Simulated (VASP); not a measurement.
Set up this calculation in VASP 6.6.1, as the native input.

```yaml
Task: single point
Functional: PBE
Potentials_or_basis: VASP PAW PBE potentials, release 64 (K_sv, I)
Cutoff: 520 eV
k_mesh: 6 × 6 × 4
Occupations: gaussian, width 0.02 eV
Spin: no spin polarisation
Dipole_correction: no
Further_INCAR_settings: ALGO = Normal; EDIFF = 1e-06; NBANDS = 24
```

The structure of KI lies in POSCAR:

```
KI
1.0
    6.0888820102      0.0000000000      0.0000000000
   -3.0444410051      5.2731265014      0.0000000000
    0.0000000000      0.0000000000      7.1196570644
K I
2 2
Direct
    0.3333333333      0.6666666667      0.9365674650
    0.6666666667      0.3333333333      0.4365674650
    0.3333333333      0.6666666667      0.4365674650
    0.6666666667      0.3333333333      0.9365674650
```

These files were run (other wordings do the same):

INCAR

```
SYSTEM = KI
PREC = Accurate
ENCUT = 520
EDIFF = 1E-6
ISMEAR = 0
SIGMA = 0.02
LREAL = .FALSE.
LASPH = .TRUE.
NELM = 100
ALGO = Normal
ISIF = 2
LWAVE = .FALSE.
LCHARG = .FALSE.
GGA = PE
NBANDS = 24
```

KPOINTS

```
Automatic mesh
0
G
  6 6 4
  0 0 0
```

Potentials or basis: VASP PAW PBE potentials, release 64 (K_sv, I).

Run with:

```sh
$ cat potpaw_PBE.64/K_sv/POTCAR potpaw_PBE.64/I/POTCAR > POTCAR
$ mpirun -np 1 vasp_std > vasp.out
```

Results of the run:

```json
{"Pressure": "0.0 GPa", "Band gap on the k mesh": "3.75 eV, direct"}
```

Caveat: spin-orbit coupling is left out, which moves the levels of the heavy elements.

It took 2.3 min on 1 thread of AMD EPYC 7R43 64-Core Processor (Zen 3) (shared host), peak memory 0.34 GiB.
